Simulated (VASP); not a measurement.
# AlCr2C (w002) (P6_3/mmc) in VASP: single point with PBE

Aim: the single point of AlCr2C (w002) with PBE.

Program: VASP 6.6.1. These are calculated values, not measurements. Logs are shortened: lines on timing, memory, paths and dates and some standing lists are left out, and cuts for length are marked.

## (1) The cell of the first run

The structure is hexagonal, space group P6_3/mmc (No. 194). The conventional cell has a = 2.840 Å, b = 2.840 Å, c = 12.705 Å, α = 90.00°, β = 90.00°, γ = 120.00°. Al (site symmetry -6m2) has 6 Cr at 2.67 Å and 6 Al at 2.84 Å within 3.5 Å. Within 2.6 Å of Cr (site symmetry 3m) lie 3 C at 1.96 Å. Within 2.6 Å of C (site symmetry -3m) lie 6 Cr at 1.96 Å.

## (2) Single point, PBE

INCAR reads:

```
SYSTEM = AlCr2C
PREC = Accurate
ENCUT = 520
EDIFF = 1E-6
ISMEAR = 0
SIGMA = 0.03
LREAL = .False.
LASPH = .True.
NELM = 100
ALGO = Normal
ISIF = 2
LWAVE = .False.
LCHARG = .False.
GGA = PE
NBANDS = 41
```

KPOINTS reads:

```
Automatic mesh
0
Gamma
  21 21 4
  0 0 0
```

POSCAR reads:

```
AlCr2C
1.0
    2.8397221178      0.0000000000      0.0000000000
   -1.4198610589      2.4592714937      0.0000000000
    0.0000000000      0.0000000000     12.7052181862
Al Cr C
2 4 2
Direct
    0.6666666667      0.3333333333      0.2500000000
    0.3333333333      0.6666666667      0.7500000000
    0.3333333333      0.6666666667      0.4157071480
    0.6666666667      0.3333333333      0.9157071480
    0.6666666667      0.3333333333      0.5842928520
    0.3333333333      0.6666666667      0.0842928520
    0.0000000000      0.0000000000      0.5000000000
    0.0000000000      0.0000000000      0.0000000000
```

Potentials or basis: VASP PAW PBE potentials, release 64 (Al, Cr_pv, C).

On the command line:

```bash
cat potpaw_PBE.64/Al/POTCAR potpaw_PBE.64/Cr_pv/POTCAR potpaw_PBE.64/C/POTCAR > POTCAR
mpirun -np 1 vasp_std > vasp.out
```

OUTCAR:

```text
SYSTEM = AlCr2C
   PREC = Accurate
   ENCUT = 520
   EDIFF = 1E-6
   ISMEAR = 0
   LREAL = .False.
   LASPH = .True.
   NELM = 100
   ISIF = 2
   GGA = PE

 ion  position               nearest neighbor table
   1  0.667  0.333  0.250-   3 2.67   6 2.67   3 2.67   6 2.67   3 2.67   6 2.67
   2  0.333  0.667  0.750-   4 2.67   5 2.67   4 2.67   5 2.67   4 2.67   5 2.67
   3  0.333  0.667  0.416-   7 1.96   7 1.96   7 1.96   1 2.67   1 2.67   1 2.67   5 2.70   5 2.70
                             5 2.70
   4  0.667  0.333  0.916-   8 1.96   8 1.96   8 1.96   2 2.67   2 2.67   2 2.67   6 2.70   6 2.70
                             6 2.70
   5  0.667  0.333  0.584-   7 1.96   7 1.96   7 1.96   2 2.67   2 2.67   2 2.67   3 2.70   3 2.70
                             3 2.70
   6  0.333  0.667  0.084-   8 1.96   8 1.96   8 1.96   1 2.67   1 2.67   1 2.67   4 2.70   4 2.70
                             4 2.70
   7  0.000  0.000  0.500-   3 1.96   5 1.96   3 1.96   5 1.96   5 1.96   3 1.96
   8  0.000  0.000  0.000-   4 1.96   6 1.96   6 1.96   4 1.96   4 1.96   6 1.96

  LATTYP: Found a hexagonal cell.
 ALAT       =     2.8397221178
 C/A-ratio  =     4.4741061481

  Lattice vectors:

 A1 = (   2.8397221178,   0.0000000000,   0.0000000000)
 A2 = (  -1.4198610589,   2.4592714937,   0.0000000000)
 A3 = (   0.0000000000,   0.0000000000,  12.7052181862)

Analysis of symmetry for initial positions (statically):
=====================================================================
 Subroutine PRICEL returns:
 Original cell was already a primitive cell.

 Routine SETGRP: Setting up the symmetry group for a
 hexagonal supercell.

 Subroutine GETGRP returns: Found 24 space group operations
 (whereof 12 operations were pure point group operations)
 out of a pool of 24 trial point group operations.

The static configuration has the point symmetry D_3d.
 The point group associated with its full space group is D_6h.

Analysis of symmetry for dynamics (positions and initial velocities):
=====================================================================
 Subroutine PRICEL returns:
 Original cell was already a primitive cell.

 Routine SETGRP: Setting up the symmetry group for a
 hexagonal supercell.

 Subroutine GETGRP returns: Found 24 space group operations
 (whereof 12 operations were pure point group operations)
 out of a pool of 24 trial point group operations.

The dynamic configuration has the point symmetry D_3d.
 The point group associated with its full space group is D_6h.

 Subroutine INISYM returns: Found 24 space group operations
 (whereof 12 operations are pure point group operations),
 and found     1 'primitive' translations

----------------------------------------------------------------------------------------

                                     Primitive cell

  volume of cell :      88.7288

  direct lattice vectors                    reciprocal lattice vectors
     2.839722118  0.000000000  0.000000000     0.352147132  0.203312242  0.000000000
    -1.419861059  2.459271494  0.000000000     0.000000000  0.406624483  0.000000000
     0.000000000  0.000000000 12.705218186     0.000000000  0.000000000  0.078707818

  length of vectors
     2.839722118  2.839722118 12.705218186     0.406624483  0.406624483  0.078707818

  position of ions in fractional coordinates (direct lattice)
     0.666666667  0.333333333  0.250000000
     0.333333333  0.666666667  0.750000000
     0.333333333  0.666666667  0.415707148
     0.666666667  0.333333333  0.915707148
     0.666666667  0.333333333  0.584292852
     0.333333333  0.666666667  0.084292852
     0.000000000  0.000000000  0.500000000
     0.000000000  0.000000000  0.000000000

  ion indices of the primitive-cell ions
   primitive index   ion index
                 1           1
                 2           2
                 3           3
                 4           4
                 5           5
                 6           6
                 7           7
                 8           8

----------------------------------------------------------------------------------------

 KPOINTS: Automatic mesh

Automatic generation of k-mesh.
 Grid dimensions read from file:
 generate k-points for:   21   21    4

 Generating k-lattice:

  Cartesian coordinates                     Fractional coordinates (reciprocal lattice)
     0.016768911  0.009681535  0.000000000     0.047619048 -0.000000000  0.000000000
     0.000000000  0.019363071  0.000000000     0.000000000  0.047619048  0.000000000
     0.000000000  0.000000000  0.019676954     0.000000000  0.000000000  0.250000000

  Length of vectors
     0.019363071  0.019363071  0.019676954

  Shift w.r.t. Gamma in fractional coordinates (k-lattice)
     0.000000000  0.000000000  0.000000000

 Subroutine IBZKPT returns following result:
 ===========================================

 Found    144 irreducible k-points:

 Following reciprocal coordinates:
            Coordinates               Weight
  0.000000  0.000000  0.000000      1.000000
  0.047619  0.000000  0.000000      6.000000
  0.095238  0.000000  0.000000      6.000000
  0.142857  0.000000  0.000000      6.000000
  0.190476  0.000000  0.000000      6.000000
  0.238095  0.000000  0.000000      6.000000
[... 16 lines left out ...]
  0.142857  0.095238  0.000000     12.000000
  0.190476  0.095238  0.000000     12.000000
 [... further k-points ...]
   k-points           NKPTS =    144   k-points in BZ     NKDIM =    144   number of bands    NBANDS=     41
   number of dos      NEDOS =    301   number of ions     NIONS =      8
   total plane-waves  NPLWV =  55296
   dimension x,y,z NGX =    24 NGY =   24 NGZ =   96
   dimension x,y,z NGXF=    48 NGYF=   48 NGZF=  192
   ions per type =               2   4   2
   NGX,Y,Z   is equivalent  to a cutoff of  14.05, 14.05, 12.56 a.u.
   NGXF,Y,Z  is equivalent  to a cutoff of  28.10, 28.10, 25.12 a.u.
 SYSTEM =  AlCr2C
   PREC   = accura    normal or accurate (medium, high low for compatibility)
   ISTART =      0    job   : 0-new  1-cont  2-samecut
   ICHARG =      2    charge: 1-file 2-atom 10-const
   ISPIN  =      1    spin polarized calculation?
   LNONCOLLINEAR =      F non collinear calculations
   LSORBIT =      F    spin-orbit coupling
   LASPH  =      T    aspherical Exc in radial PAW
   ENCUT  =  520.0 eV  38.22 Ry    6.18 a.u.   5.28  5.28 23.62*2*pi/ulx,y,z
   NELM   =    100;   NELMIN=  2; NELMDL= -5     # of ELM steps
   EDIFF  = 0.1E-05   stopping-criterion for ELM
   LREAL  =      F    real-space projection
   EDIFFG = 0.1E-04   stopping-criterion for IOM
   NSW    =      0    number of steps for IOM
   IBRION =     -1    ionic relax: 0-MD 1-quasi-New 2-CG
   NFREE  =      0    steps in history (QN), initial steepest desc. (CG)
   ISIF   =      2    stress and relaxation
   ISYM   =      2    0-nonsym 1-usesym 2-fastsym
   POTIM  = 0.5000    time-step for ionic-motion
   TEBEG  =    0.0;   TEEND  =   0.0 temperature during run
   PSTRESS=    0.0 pullay stress
   NELECT =      62.0000    total number of electrons
   NUPDOWN=      -1.0000    fix difference up-down
   EMIN   =  10.00;   EMAX   =-10.00  energy-range for DOS
   EFERMI =   0.00;   METHOD = LEGACY
   ISMEAR =     0;   SIGMA  =   0.03  broadening in eV -4-tet -1-fermi 0-gaus
   EFERMI_NEDOS =   21; number of points for ismear=-14 and -15
   IALGO  =     38    algorithm
   IMIX   =      4    mixing-type and parameters
     AMIX     =   0.40;   BMIX     =  1.00
     AMIX_MAG =   1.60;   BMIX_MAG =  1.00
  volume/ion in A,a.u.               =      11.09        74.85
  Fermi-wavevector in a.u.,A,eV,Ry     =   1.452727  2.745255 28.713937  2.110415
  Thomas-Fermi vector in A             =   2.570075
   LORBIT       =      0    0 simple, 1 ext, 2 COOP (PROOUT), +10 PAW based schemes
   GGA     = PE    functional components
   LHFCALC =     F    Hartree Fock is set to
   AEXX    =    0.0000 exact exchange contribution
   IVDW    =     0    specifies the selected vdW correction
   LEPSILON=     F    determine dielectric tensor
   LRPA    =     F    only Hartree local field effects (RPA)
 non-spin polarized calculation
 Gauss-broadening in eV      SIGMA  =   0.03
  energy-cutoff  :      520.00
  volume of cell :       88.73
 maximum number of plane-waves:      2410
 NGX is ok and might be reduce to    24
   NGX = 11   NGY = 11   NGZ = 47

 number of electron      61.9999994 magnetization

 Free energy of the ion-electron system (eV)
  ---------------------------------------------------
  ext. energy  EPLUGINS =         0.00000000
  ---------------------------------------------------
  free energy    TOTEN  =       -65.49234309 eV

  energy without entropy =      -65.49026318  energy(sigma->0) =      -65.49130314

 E-fermi :   9.9497     XC(G=0): -12.4595

 val. band max:        9.9482602765   @ k =   0.3810   0.0476   0.5000
 cond. band min:       9.9517187541   @ k =   0.3810   0.0000   0.2500
 fundamental gap:      0.0034584776
 Fermi energy:         9.9497146605

 k-point     1 :       0.0000    0.0000    0.0000
  band No.  band energies     occupation
      1     -33.4567      2.00000
      2     -33.4554      2.00000
      3     -33.2515      2.00000
      4     -33.2515      2.00000
      5     -33.2514      2.00000
      6     -33.2514      2.00000
[... 33 lines left out ...]
     40      13.3177      0.00000
     41      14.9153      0.00000

 k-point     2 :       0.0476    0.0000    0.0000
  band No.  band energies     occupation
      1     -33.4553      2.00000
      2     -33.4540      2.00000
      3     -33.2589      2.00000
      4     -33.2589      2.00000
      5     -33.2537      2.00000
      6     -33.2536      2.00000
[... 33 lines left out ...]
     40      13.3810      0.00000
     41      14.9680      0.00000

 k-point     3 :       0.0952    0.0000    0.0000
  band No.  band energies     occupation
      1     -33.4516      2.00000
      2     -33.4504      2.00000
      3     -33.2797      2.00000
      4     -33.2796      2.00000
      5     -33.2599      2.00000
      6     -33.2599      2.00000
[... 875 lines left out ...]
      2     -33.4429      2.00000
      3     -33.3550      2.00000
      4     -33.3548      2.00000
      5     -33.3077      2.00000
      6     -33.3074      2.00000
[... 33 lines left out ...]
     40      13.9917      0.00000
     41      14.4212      0.00000

 k-point    24 :       0.1905    0.0952    0.0000
  band No.  band energies     occupation
      1     -33.4490      2.00000
      2     -33.4485      2.00000
      3     -33.3906      2.00000
      4     -33.3903      2.00000
      5     -33.3229      2.00000
      6     -33.3226      2.00000
[... 33 lines left out ...]
     40      13.9010      0.00000
     41      13.9949      0.00000

 [... further k-points ...]
[... 5 lines left out ...]
  --------------------------------------------------------------------------------------
  -------------------------------------------------------------------------------------
  Total        0.0819259      0.0819259     -0.0040908      0.0000000     -0.0000000      0.0000000
  in kB        1.4793376      1.4793376     -0.0738685      0.0000000     -0.0000000      0.0000000
  external PRESSURE =       0.9616022 kB  Pullay stress =       0.0000000 kB

 VOLUME and BASIS-vectors are now :
 -----------------------------------------------------------------------------
  energy-cutoff  :      520.00
  volume of cell :       88.73
      direct lattice vectors                 reciprocal lattice vectors
     2.839722118  0.000000000  0.000000000     0.352147132  0.203312242  0.000000000
    -1.419861059  2.459271494  0.000000000     0.000000000  0.406624483  0.000000000
     0.000000000  0.000000000 12.705218186     0.000000000  0.000000000  0.078707818

 POSITION                                       TOTAL-FORCE (eV/Angst)
 -----------------------------------------------------------------------------------
      1.41986      0.81976      3.17630        -0.000000     -0.000000     -0.000000
     -0.00000      1.63951      9.52891        -0.000000     -0.000000     -0.000000
     -0.00000      1.63951      5.28165         0.000000      0.000000     -0.042098
      1.41986      0.81976     11.63426         0.000000      0.000000     -0.042098
      1.41986      0.81976      7.42357        -0.000000      0.000000      0.042098
     -0.00000      1.63951      1.07096         0.000000     -0.000000      0.042098
      0.00000      0.00000      6.35261        -0.000000     -0.000000     -0.000000
      0.00000      0.00000      0.00000        -0.000000     -0.000000     -0.000000
 -----------------------------------------------------------------------------------
    total drift:                                0.000000     -0.000000      0.000000

  FREE ENERGIE OF THE ION-ELECTRON SYSTEM (eV)
  ---------------------------------------------------
  free  energy   TOTEN  =       -65.4923430923 eV

  energy  without entropy=      -65.4902631780  energy(sigma->0) =      -65.49130314
```

It took 17 min on 1 thread of AMD EPYC 7R43 (Zen 3), shared host; peak memory 0.48 GiB.

What came out:

* Free energy: -65.4923 eV
* Pressure: 0.1 GPa
* Largest force: 0.042 eV/Å
* Band gap on the k mesh: zero (band 31 reaches 10.34 eV, above the bottom of band 32 at 9.50 eV)

Forces on the atoms (eV/Å):
```
Al   0.000  0.000  0.000
Al   0.000  0.000  0.000
Cr   0.000  0.000 -0.042
Cr   0.000  0.000 -0.042
Cr   0.000  0.000  0.042
Cr   0.000  0.000  0.042
C    0.000  0.000  0.000
C    0.000  0.000  0.000
```
